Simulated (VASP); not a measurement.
**Pt: single point with PBEsol**

Crystal: Pt.

```
Pt
1.0
     0.00000    1.86000    1.86000
     1.86000    0.00000    1.86000
     1.86000    1.86000    0.00000
Pt
1
Cartesian
  0.0000 0.0000 0.0000
```

This cell differs from its parent crystal: strain -0.050 along x and y, -0.050 along z.

```json
{
 "Program": "VASP 6.6.1",
 "Task": "single point",
 "Functional": "PBEsol",
 "Potentials or basis": "VASP PAW PBE potentials, release 64 (Pt)",
 "Cutoff": "520 eV",
 "k mesh": "20 × 20 × 20",
 "Occupations": "gaussian, width 0.15 eV",
 "Spin": "no spin polarisation",
 "Dipole correction": "no",
 "Further INCAR settings": "ALGO = Normal; EDIFF = 1e-06; NBANDS = 11"
}
```

```json
{
 "Pressure": "67.5 GPa",
 "Band gap on the k mesh": "zero (bands 5 and 6 overlap by 2.96 eV)"
}
```

Levels at points of the mesh, in eV from the Fermi level:
```tsv
k point	band 2	band 3	band 4	band 5	band 6	band 7	band 8	band 9
(0.00, 0.00, 0.00)	-4.93	-4.93	-4.93	-2.11	-2.11	13.98	19.87	19.87
(0.50, 0.00, 0.00)	-5.04	-5.04	-1.23	0.07	0.07	7.15	13.60	19.93
(0.50, 0.50, 0.00)	-8.55	0.04	0.67	0.67	1.40	10.72	11.79	11.79
```

Run time: 32 s on 1 thread of Intel Xeon 8259CL, on a shared host, peak memory 0.16 GiB.

Caveat: the cell differs from its parent crystal (strain -0.050 along x and y, -0.050 along z); the cell stands under pressure; the PAW data sets were made with another functional, which shifts forces and pressure a little; spin-orbit coupling is left out, which moves the levels of the heavy elements.
